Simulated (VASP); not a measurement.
Runs of VASP 6.6.1 on Sr. The structure is that of space group P6/mmm (No. 191), or close to it. The cells are those of the table. This isn't the form of Sr at room conditions, which is fcc.

| cell | k mesh | gap on the mesh (eV) | pressure (GPa) |
| --- | --- | --- | --- |
| a = 6.729, b = 6.729, c = 4.014 Å, angles 90.0, 90.0, 120.0°, 3 atoms | 6 × 6 × 8 | none | 0.0 |
| a = 6.988, b = 6.988, c = 4.168 Å, angles 90.0, 90.0, 120.0°, 3 atoms | 6 × 6 × 9 | none | -1.1 |
| a = 6.817, b = 6.817, c = 4.067 Å, angles 90.0, 90.0, 120.0°, 3 atoms | 6 × 6 × 9 | none | -0.4 |
| a = 6.729, b = 6.729, c = 4.014 Å, angles 90.0, 90.0, 120.0°, 3 atoms | 6 × 6 × 9 | none | 0.0 |
| a = 6.448, b = 6.448, c = 3.846 Å, angles 90.0, 90.0, 120.0°, 3 atoms | 6 × 6 × 9 | none | 1.8 |
| a = 6.904, b = 6.904, c = 4.118 Å, angles 90.0, 90.0, 120.0°, 3 atoms | 6 × 6 × 9 | none | -0.8 |
| a = 6.638, b = 6.638, c = 3.960 Å, angles 90.0, 90.0, 120.0°, 3 atoms | 6 × 6 × 9 | none | (b) |
| a = 6.544, b = 6.544, c = 3.904 Å, angles 90.0, 90.0, 120.0°, 3 atoms | 6 × 6 × 9 | none | (a) |

Alike in all rows: task single point; level PBEsol; potentials or basis VASP PAW PBE potentials, release 64 (Sr_sv); no spin polarisation; cutoff (eV) 520; smearing fermi-dirac 0.1 eV.

Task: Estimate the missing entries.

Result: (a) 1.1; (b) 0.5.

Caveats: the PAW data sets were made with another functional, which shifts forces and pressure a little.

A k mesh can miss the band edges, and the runs leave out spin-orbit coupling on Sr.

A gap of «none» marks levels without a gap at the run's occupations.
